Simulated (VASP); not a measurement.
Mg: single point with r2SCAN

The system is Mg.

```xyz
4
Lattice="2.6221 0.0000 0.0000 -1.3110 2.2708 0.0000 0.0000 0.0000 8.5024" Properties=species:S:1:pos:R:3 pbc="T T T"
Mg    0.0000    0.0000    0.0000
Mg    0.0000    0.0000    4.2512
Mg    0.0000    1.5139    2.1256
Mg    1.3110    0.7569    6.3768
```

```yaml
Program: VASP 6.6.1
Task: single point
Functional: r2SCAN
Potentials_or_basis: VASP PAW PBE potentials, release 64 (Mg)
Cutoff: 660 eV
k_mesh: 8 × 8 × 5
Occupations: gaussian, width 0.01 eV
Spin: no spin polarisation
```

The pressure is 68.8 GPa. The band gap on the k mesh is zero (bands 4 and 5 overlap by 2.50 eV).

Stress tensor (GPa, compression positive):
```
68.40  0.00  0.00
 0.00 68.40  0.00
 0.00  0.00 69.69
```

Levels at points of the mesh, in eV from the Fermi level:
```tsv
k point	band 2	band 3	band 4	band 5	band 6	band 7
(0.00, 0.00, 0.00)	-8.30	-8.28	-2.92	-1.23	7.40	7.43
(0.50, 0.00, 0.00)	-3.10	-1.96	-1.48	-0.63	-0.33	3.34
```

Wall time 2.6 min on 1 thread of Intel Xeon 8259CL (shared host), peak memory 0.2 GiB.

Caveat: the cell stands under pressure; the PAW data sets were made with another functional, which shifts forces and pressure a little.
